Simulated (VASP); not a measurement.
Here is a VASP 6.6.1 calculation.

File INCAR:

```
SYSTEM = MgC2
PREC     = Accurate       ! precision mode
ENCUT    = 520            ! plane-wave cutoff, eV
EDIFF    = 1E-7           ! SCF threshold, eV
ISMEAR   = -1             ! smearing method
SIGMA    = 0.05           ! smearing width, eV
LREAL    = .FALSE.        ! projectors in reciprocal space
LASPH    = .TRUE.         ! aspherical terms in the spheres
NELM     = 80             ! most SCF steps
ALGO     = Normal         ! electronic algorithm
ISIF     = 2              ! what is computed and relaxed
LWAVE    = .FALSE.        ! write WAVECAR
LCHARG   = .FALSE.        ! write CHGCAR
GGA      = B5             ! functional
ALDAX    = 1.0          
AGGAX    = 1.0          
AGGAC    = 1.0          
ALDAC    = 0.0          
NBANDS   = 19             ! bands
```

The input KPOINTS:

```
Automatic mesh
0
G
  5 5 5
  0 0 0
```

The input POSCAR:

```
MgC2
1.0
    3.9559016444      0.0000000000      0.0000000000
    0.0000000000      3.9559016444      0.0000000000
    0.0000000000      0.0000000000      5.1132116414
Mg C
2 4
Direct
    0.0000000000      0.0000000000      0.5000000000
    0.5000000000      0.5000000000      0.0000000000
    0.3883162368      0.6116837632      0.5000000000
    0.1116837632      0.1116837632      0.0000000000
    0.6116837632      0.3883162368      0.5000000000
    0.8883162368      0.8883162368      0.0000000000
```

Potentials or basis: VASP PAW PBE potentials, release 64 (Mg, C).

Launch:

```bash
$ cat potpaw_PBE.64/Mg/POTCAR potpaw_PBE.64/C/POTCAR > POTCAR
$ mpirun -np 1 vasp_std > vasp.out
```

Question: Estimate the pressure.

Answer: -0.1 GPa.

Question: Estimate the band gap on the k mesh.

Answer: 3.02 eV (least direct gap 3.23 eV).

Forces in eV/Å, atoms in the order of the input:
```
Mg   0.000  0.000  0.000
Mg   0.000  0.000  0.000
C   -0.004  0.004  0.000
C    0.004  0.004  0.000
C    0.004 -0.004  0.000
C   -0.004 -0.004  0.000
```

Caveat: the PAW data sets were made with another functional, which shifts forces and pressure a little. A k mesh can miss the band edges.
